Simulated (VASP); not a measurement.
# TaN (TaN (100), 1 layers) in VASP: notebook

Runs on TaN (TaN (100), 1 layers). Level: PBE. Tasks: single point.

All numbers are computed with VASP 6.6.1; they aren't measurements. Logs are shortened: lines on timing, memory, paths and dates and some standing lists are left out, and cuts for length are marked.

**1. The cell of the first run**

The cell holds a slab with vacuum, 2 atoms: a = 3.123 Å, b = 3.123 Å, c = 16.000 Å, α = 90.00°, β = 90.00°, γ = 90.00°.

**2. Single point, PBE**

INCAR

```
  PREC = Accurate
  ENCUT = 520
  EDIFF = 1E-6
  ISMEAR = -1
  SIGMA = 0.08
  LREAL = F
  LASPH = T
  NELM = 100
  ALGO = Normal
  ISIF = 2
  LWAVE = F
  LCHARG = F
  LDIPOL = T
  IDIPOL = 3
  DIPOL = 0.5 0.5 0.500
  GGA = PE
  NBANDS = 15
```

KPOINTS

```
regular mesh
0
Gamma
  13 13 1
```

POSCAR

```
TaN
1.0
    3.1233934579      0.0000000000      0.0000000000
    0.0000000000      3.1233934579      0.0000000000
    0.0000000000      0.0000000000     16.0000000000
Ta N
1 1
Direct
    0.2500000000      0.2500000000      0.5000000000
    0.7500000000      0.7500000000      0.5000000000
```

Potentials or basis: VASP PAW PBE potentials, release 64 (Ta_pv, N).

Launch:

```
cat potpaw_PBE.64/Ta_pv/POTCAR potpaw_PBE.64/N/POTCAR > POTCAR
mpirun -np 1 vasp_std > vasp.out
```

OUTCAR:

```text
PREC = Accurate
   ENCUT = 520
   EDIFF = 1E-6
   ISMEAR = -1
   LREAL = F
   LASPH = T
   NELM = 100
   ISIF = 2
   GGA = PE

 ion  position               nearest neighbor table
   1  0.250  0.250  0.500-   2 2.21   2 2.21   2 2.21   2 2.21
   2  0.750  0.750  0.500-   1 2.21   1 2.21   1 2.21   1 2.21

  LATTYP: Found a simple tetragonal cell.
 ALAT       =     3.1233934579
 C/A-ratio  =     5.1226335124

  Lattice vectors:

 A1 = (   3.1233934579,   0.0000000000,   0.0000000000)
 A2 = (   0.0000000000,   3.1233934579,   0.0000000000)
 A3 = (   0.0000000000,   0.0000000000,  16.0000000000)

Analysis of symmetry for initial positions (statically):
=====================================================================
 Subroutine PRICEL returns:
 Original cell was already a primitive cell.

 Routine SETGRP: Setting up the symmetry group for a
 simple tetragonal supercell.

 Subroutine GETGRP returns: Found 16 space group operations
 (whereof  4 operations were pure point group operations)
 out of a pool of 16 trial point group operations.

The static configuration has the point symmetry C_2v.
 The point group associated with its full space group is D_4h.

Analysis of symmetry for dynamics (positions and initial velocities):
=====================================================================
 Subroutine PRICEL returns:
 Original cell was already a primitive cell.

 Routine SETGRP: Setting up the symmetry group for a
 simple tetragonal supercell.

 Subroutine GETGRP returns: Found 16 space group operations
 (whereof  4 operations were pure point group operations)
 out of a pool of 16 trial point group operations.

The dynamic configuration has the point symmetry C_2v.
 The point group associated with its full space group is D_4h.

 Subroutine INISYM returns: Found 16 space group operations
 (whereof  4 operations are pure point group operations),
 and found     1 'primitive' translations

----------------------------------------------------------------------------------------

                                     Primitive cell

  volume of cell :     156.0894

  direct lattice vectors                    reciprocal lattice vectors
     3.123393458  0.000000000  0.000000000     0.320164595  0.000000000  0.000000000
     0.000000000  3.123393458  0.000000000     0.000000000  0.320164595  0.000000000
     0.000000000  0.000000000 16.000000000     0.000000000  0.000000000  0.062500000

  length of vectors
     3.123393458  3.123393458 16.000000000     0.320164595  0.320164595  0.062500000

  position of ions in fractional coordinates (direct lattice)
     0.250000000  0.250000000  0.500000000
     0.750000000  0.750000000  0.500000000

  ion indices of the primitive-cell ions
   primitive index   ion index
                 1           1
                 2           2

----------------------------------------------------------------------------------------

 KPOINTS: regular mesh

Automatic generation of k-mesh.
 Grid dimensions read from file:
 generate k-points for:   13   13    1

 Generating k-lattice:

  Cartesian coordinates                     Fractional coordinates (reciprocal lattice)
     0.024628046  0.000000000  0.000000000     0.076923077  0.000000000  0.000000000
     0.000000000  0.024628046  0.000000000     0.000000000  0.076923077  0.000000000
     0.000000000  0.000000000  0.062500000     0.000000000  0.000000000  1.000000000

  Length of vectors
     0.024628046  0.024628046  0.062500000

  Shift w.r.t. Gamma in fractional coordinates (k-lattice)
     0.000000000  0.000000000  0.000000000

 Subroutine IBZKPT returns following result:
 ===========================================

 Found     28 irreducible k-points:

 Following reciprocal coordinates:
            Coordinates               Weight
  0.000000  0.000000  0.000000      1.000000
  0.076923  0.000000  0.000000      4.000000
  0.153846  0.000000  0.000000      4.000000
  0.230769  0.000000  0.000000      4.000000
  0.307692  0.000000  0.000000      4.000000
  0.384615  0.000000  0.000000      4.000000
[... 16 lines left out ...]
  0.307692  0.307692  0.000000      4.000000
  0.384615  0.307692  0.000000      8.000000
 [... further k-points ...]
   k-points           NKPTS =     28   k-points in BZ     NKDIM =     28   number of bands    NBANDS=     15
   number of dos      NEDOS =    301   number of ions     NIONS =      2
   total plane-waves  NPLWV =  69120
   dimension x,y,z NGX =    24 NGY =   24 NGZ =  120
   dimension x,y,z NGXF=    48 NGYF=   48 NGZF=  240
   ions per type =               1   1
   NGX,Y,Z   is equivalent  to a cutoff of  12.77, 12.77, 12.47 a.u.
   NGXF,Y,Z  is equivalent  to a cutoff of  25.55, 25.55, 24.94 a.u.
 SYSTEM =  unknown system
   PREC   = accura    normal or accurate (medium, high low for compatibility)
   ISTART =      0    job   : 0-new  1-cont  2-samecut
   ICHARG =      2    charge: 1-file 2-atom 10-const
   ISPIN  =      1    spin polarized calculation?
   LNONCOLLINEAR =      F non collinear calculations
   LSORBIT =      F    spin-orbit coupling
   LASPH  =      T    aspherical Exc in radial PAW
   ENCUT  =  520.0 eV  38.22 Ry    6.18 a.u.   5.81  5.81 29.75*2*pi/ulx,y,z
   NELM   =    100;   NELMIN=  2; NELMDL= -5     # of ELM steps
   EDIFF  = 0.1E-05   stopping-criterion for ELM
   LREAL  =      F    real-space projection
   EDIFFG = 0.1E-04   stopping-criterion for IOM
   NSW    =      0    number of steps for IOM
   IBRION =     -1    ionic relax: 0-MD 1-quasi-New 2-CG
   NFREE  =      0    steps in history (QN), initial steepest desc. (CG)
   ISIF   =      2    stress and relaxation
   ISYM   =      2    0-nonsym 1-usesym 2-fastsym
   POTIM  = 0.5000    time-step for ionic-motion
   TEBEG  =    0.0;   TEEND  =   0.0 temperature during run
   PSTRESS=    0.0 pullay stress
   NELECT =      16.0000    total number of electrons
   NUPDOWN=      -1.0000    fix difference up-down
   EMIN   =  10.00;   EMAX   =-10.00  energy-range for DOS
   EFERMI =   0.00;   METHOD = LEGACY
   ISMEAR =    -1;   SIGMA  =   0.08  broadening in eV -4-tet -1-fermi 0-gaus
   EFERMI_NEDOS =   21; number of points for ismear=-14 and -15
   IALGO  =     38    algorithm
   IMIX   =      4    mixing-type and parameters
     AMIX     =   0.40;   BMIX     =  1.00
     AMIX_MAG =   1.60;   BMIX_MAG =  1.00
  volume/ion in A,a.u.               =      78.04       526.67
  Fermi-wavevector in a.u.,A,eV,Ry     =   0.766167  1.447847  7.986791  0.587013
  Thomas-Fermi vector in A             =   1.866447
   LORBIT       =      0    0 simple, 1 ext, 2 COOP (PROOUT), +10 PAW based schemes
   GGA     = PE    functional components
   LHFCALC =     F    Hartree Fock is set to
   AEXX    =    0.0000 exact exchange contribution
   IVDW    =     0    specifies the selected vdW correction
   LEPSILON=     F    determine dielectric tensor
   LRPA    =     F    only Hartree local field effects (RPA)
 non-spin polarized calculation
  energy-cutoff  :      520.00
  volume of cell :      156.09
 maximum number of plane-waves:      4220
 NGX is ok and might be reduce to    24
   NGX = 11   NGY = 11   NGZ = 59

 dipolmoment           0.000000      0.000000     -0.000000 electrons x Angstroem

 number of electron      16.0000000 magnetization

 dipolmoment           0.000000      0.000000      0.000000 electrons x Angstroem

 Free energy of the ion-electron system (eV)
  ---------------------------------------------------
  ext. energy  EPLUGINS =         0.00000000
  ---------------------------------------------------
  free energy    TOTEN  =       -19.83552390 eV

  energy without entropy =      -19.78289682  energy(sigma->0) =      -19.80921036

 E-fermi :  -2.6614     XC(G=0):  -3.1890

 val. band max:       -2.6908390690   @ k =   0.3077   0.2308   0.0000
 cond. band min:      -2.6420969162   @ k =   0.4615   0.0000   0.0000
 fundamental gap:      0.0487421528
 Fermi energy:        -2.6613916463

 k-point     1 :       0.0000    0.0000    0.0000
  band No.  band energies     occupation
      1     -38.3662      2.00000
      2     -38.2150      2.00000
      3     -38.2150      2.00000
      4     -18.3903      2.00000
      5      -6.2556      2.00000
      6      -5.3992      2.00000
      7      -5.0487      2.00000
      8      -5.0487      2.00000
      9      -3.8592      2.00000
     10      -1.0851      0.00000
     11      -1.0851      0.00000
     12      -0.7210      0.00000
     13       0.3198      0.00000
     14       0.9171      0.00000
     15       1.6870      0.00000

 k-point     2 :       0.0769    0.0000    0.0000
  band No.  band energies     occupation
      1     -38.3642      2.00000
      2     -38.2385      2.00000
      3     -38.2123      2.00000
      4     -18.3069      2.00000
      5      -6.3075      2.00000
      6      -6.0007      2.00000
      7      -5.3894      2.00000
      8      -4.5793      2.00000
      9      -3.7959      2.00000
     10      -1.0632      0.00000
     11      -1.0516      0.00000
     12      -0.2407      0.00000
     13       0.3828      0.00000
     14       1.1410      0.00000
     15       1.8330      0.00000
[... 365 lines left out ...]
      3     -38.3210      2.00000
      4     -17.3319      2.00000
      5      -8.6020      2.00000
      6      -6.8102      2.00000
      7      -6.3055      2.00000
      8      -2.8329      1.79014
      9      -2.4476      0.12929
     10      -0.8565      0.00000
     11       0.0804      0.00000
     12       1.5765      0.00000
     13       2.5768      0.00000
     14       3.8949      0.00000
     15       5.0969      0.00000

 k-point    24 :       0.3846    0.3077    0.0000
  band No.  band energies     occupation
      1     -38.5125      2.00000
      2     -38.4253      2.00000
      3     -38.3147      2.00000
      4     -17.3690      2.00000
      5      -8.2845      2.00000
      6      -6.8677      2.00000
      7      -6.1453      2.00000
      8      -2.9563      1.95110
      9      -2.2273      0.00876
     10      -1.4085      0.00000
     11       0.5985      0.00000
     12       2.1014      0.00000
     13       3.2494      0.00000
     14       4.3415      0.00000
     15       5.7319      0.00000

 [... further k-points ...]

------------------------ aborting loop because EDIFF is reached ----------------------------------------

 vacuum level on the upper side and lower side of the slab       (xc-potential included)        -0.111        -0.111

  FORCE on cell =-STRESS in cart. coord.  units (eV):
  Direction    XX          YY          ZZ          XY          YZ          ZX
  --------------------------------------------------------------------------------------
  -------------------------------------------------------------------------------------
  Total       -8.5565316     -8.5565316     -0.0157061      0.0000000      0.0000000      0.0000000
  in kB      -87.8283987    -87.8283987     -0.1612154      0.0000000      0.0000000      0.0000000
  external PRESSURE =     -58.6060042 kB  Pullay stress =       0.0000000 kB

 VOLUME and BASIS-vectors are now :
 -----------------------------------------------------------------------------
  energy-cutoff  :      520.00
  volume of cell :      156.09
      direct lattice vectors                 reciprocal lattice vectors
     3.123393458  0.000000000  0.000000000     0.320164595  0.000000000  0.000000000
     0.000000000  3.123393458  0.000000000     0.000000000  0.320164595  0.000000000
     0.000000000  0.000000000 16.000000000     0.000000000  0.000000000  0.062500000

 POSITION                                       TOTAL-FORCE (eV/Angst)
 -----------------------------------------------------------------------------------
      0.78085      0.78085      8.00000        -0.000000     -0.000000      0.000000
      2.34255      2.34255      8.00000         0.000000      0.000000      0.000000
 -----------------------------------------------------------------------------------
    total drift:                               -0.000000     -0.000000      0.000000

  FREE ENERGIE OF THE ION-ELECTRON SYSTEM (eV)
  ---------------------------------------------------
  free  energy   TOTEN  =       -19.8355239047 eV

  energy  without entropy=      -19.7828968184  energy(sigma->0) =      -19.80921036

 vacuum level on the upper side and lower side of the slab         1.844         1.844
```

It took 76 s on 1 thread of AMD EPYC 7R13 (Zen 3), shared host; peak memory 0.24 GiB.

What came out:

```
Free energy            : -19.8355 eV
Band gap on the k mesh : zero (band 8 reaches -2.35 eV, above the bottom of band 9 at -3.86 eV)
```

Caveat: spin-orbit coupling is left out, which moves the levels of the heavy elements.

**3. Single point, PBE**

INCAR

```
SYSTEM = TaN
PREC = Accurate
ENCUT = 520
EDIFF = 1E-7
ISMEAR = -1
SIGMA = 0.08
LREAL = .FALSE.
LASPH = .TRUE.
NELM = 80
ALGO = Normal
ISIF = 2
LWAVE = .FALSE.
LCHARG = .FALSE.
LDIPOL = .TRUE.
IDIPOL = 3
DIPOL = 0.5 0.5 0.500
GGA = PE
NBANDS = 15
```

KPOINTS

```
Automatic mesh
0
G
  13 13 1
  0 0 0
```

POSCAR is that of step 2.

Potentials or basis: VASP PAW PBE potentials, release 64 (Ta_pv, N).

Launch:

```
cat potpaw_PBE.64/Ta_pv/POTCAR potpaw_PBE.64/N/POTCAR > POTCAR
mpirun -np 1 vasp_std > vasp.out
```

OUTCAR:

```text
SYSTEM = TaN
   PREC = Accurate
   ENCUT = 520
   EDIFF = 1E-7
   ISMEAR = -1
   LREAL = .FALSE.
   LASPH = .TRUE.
   NELM = 80
   ISIF = 2
   GGA = PE

 ion  position               nearest neighbor table
   1  0.250  0.250  0.500-   2 2.21   2 2.21   2 2.21   2 2.21
   2  0.750  0.750  0.500-   1 2.21   1 2.21   1 2.21   1 2.21

  LATTYP: Found a simple tetragonal cell.
 ALAT       =     3.1233934579
 C/A-ratio  =     5.1226335124

  Lattice vectors:

[... 628 lines left out ...]

  FORCE on cell =-STRESS in cart. coord.  units (eV):
  Direction    XX          YY          ZZ          XY          YZ          ZX
  --------------------------------------------------------------------------------------
  -------------------------------------------------------------------------------------
  Total       -8.5564228     -8.5564228     -0.0160471      0.0000000     -0.0000000     -0.0000000
  in kB      -87.8272825    -87.8272825     -0.1647156      0.0000000     -0.0000000     -0.0000000
  external PRESSURE =     -58.6064269 kB  Pullay stress =       0.0000000 kB

 VOLUME and BASIS-vectors are now :
 -----------------------------------------------------------------------------
  energy-cutoff  :      520.00
  volume of cell :      156.09
      direct lattice vectors                 reciprocal lattice vectors
     3.123393458  0.000000000  0.000000000     0.320164595  0.000000000  0.000000000
     0.000000000  3.123393458  0.000000000     0.000000000  0.320164595  0.000000000
     0.000000000  0.000000000 16.000000000     0.000000000  0.000000000  0.062500000

 POSITION                                       TOTAL-FORCE (eV/Angst)
 -----------------------------------------------------------------------------------
      0.78085      0.78085      8.00000        -0.000000     -0.000000      0.000000
      2.34255      2.34255      8.00000         0.000000      0.000000      0.000000
 -----------------------------------------------------------------------------------
    total drift:                               -0.000000     -0.000000      0.000000

  FREE ENERGIE OF THE ION-ELECTRON SYSTEM (eV)
  ---------------------------------------------------
  free  energy   TOTEN  =       -19.8355239284 eV

  energy  without entropy=      -19.7828964836  energy(sigma->0) =      -19.80921021

 vacuum level on the upper side and lower side of the slab         1.858         1.858
```

It took 80 s on 1 thread of AMD EPYC 7R13 (Zen 3), shared host; peak memory 0.24 GiB.

Results:

```yaml
Free_energy: -19.8355 eV
Band_gap_on_the_k_mesh: zero (band 8 reaches -2.35 eV, above the bottom of band 9 at -3.86 eV)
```

Caveat: spin-orbit coupling is left out, which moves the levels of the heavy elements.

**4. Single point, PBE**

INCAR

```
ALGO     = Normal         # electronic algorithm
DIPOL    = 0.5 0.5 0.500
EDIFF    = 1E-6           # SCF threshold, eV
EFIELD   = -0.1         
ENCUT    = 520            # plane-wave cutoff, eV
GGA      = PE             # functional
IDIPOL   = 3            
ISIF     = 2              # what is computed and relaxed
ISMEAR   = -1             # smearing method
LASPH    = T              # aspherical terms in the spheres
LCHARG   = F              # write CHGCAR
LDIPOL   = T            
LREAL    = F              # projectors in reciprocal space
LWAVE    = F              # write WAVECAR
NBANDS   = 15             # bands
NELM     = 100            # most SCF steps
PREC     = Accurate       # precision mode
SIGMA    = 0.08           # smearing width, eV
```

KPOINTS

```
k-points
0
Gamma
  13 13 1
```

POSCAR is that of step 3.

Launch:

```
cat potpaw_PBE.64/Ta_pv/POTCAR potpaw_PBE.64/N/POTCAR > POTCAR
mpirun -np 1 vasp_std > vasp.out
```

Run time: 74 s. Hardware: 1 thread of AMD EPYC 7R13 (Zen 3), shared host; peak memory 0.24 GiB.

The run converged. Its results:

```yaml
Free_energy: -19.8366 eV
Largest_force: 0.008 eV/Å
Band_gap_on_the_k_mesh: zero (band 8 reaches -2.35 eV, above the bottom of band 9 at -3.86 eV)
```

Forces on the atoms (eV/Å):
```
Ta   0.000  0.000 -0.008
N    0.000  0.000  0.008
```

Levels at points of the mesh, in eV from the Fermi level:
```tsv
k point	band 5	band 6	band 7	band 8	band 9	band 10	band 11	band 12
(0.00, 0.00, 0.00)	-3.59	-2.74	-2.39	-2.39	-1.20	1.58	1.58	1.94
```

Caveat: spin-orbit coupling is left out, which moves the levels of the heavy elements.
